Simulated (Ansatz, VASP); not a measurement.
## Two plane-wave programs on HfMg3

```
Hf Mg
1.0
     4.43519    0.00000    0.00000
     0.00000    4.43519    0.00000
     0.00000    0.00000    4.43519
Hf Mg
1 3
Cartesian
  0.0000 0.0000 0.0000
  0.0000 2.2176 2.2176
  2.2176 2.2176 0.0000
  2.2176 0.0000 2.2176
```

Alike in both runs: task single point; functional PBE; k mesh 8 × 8 × 8; occupations gaussian, width 0.05 eV; no spin polarisation; Hubbard terms Hf d U = 2.0 eV.

|  | VASP | Ansatz |
| --- | --- | --- |
| version | VASP 6.6.1 | Ansatz 0.2.0 |
| potentials or method | VASP PAW PBE potentials, release 64 (Hf_pv, Mg), cutoff 520 eV | scalar-relativistic, plane waves, PAW |
| valence electrons in the cell | 16 | 56 |

Ansatz gave:

* gap on the k mesh at the Fermi level (eV): none
* pressure (GPa): 0.7

Which values does VASP return?

gap on the k mesh at the Fermi level (eV): none; pressure (GPa): 0.9.

The programs project onto different local orbitals, so the same U acts differently, and such runs can settle in different states. A gap of «none» marks a metal or a gap that the smearing closes. VASP's potentials hold 16 valence electrons a cell and Ansatz's 56, so a difference there can come from the potentials and not from the codes. Ansatz's warnings: filled band counts differ across k points.

Spin-orbit coupling is off throughout.
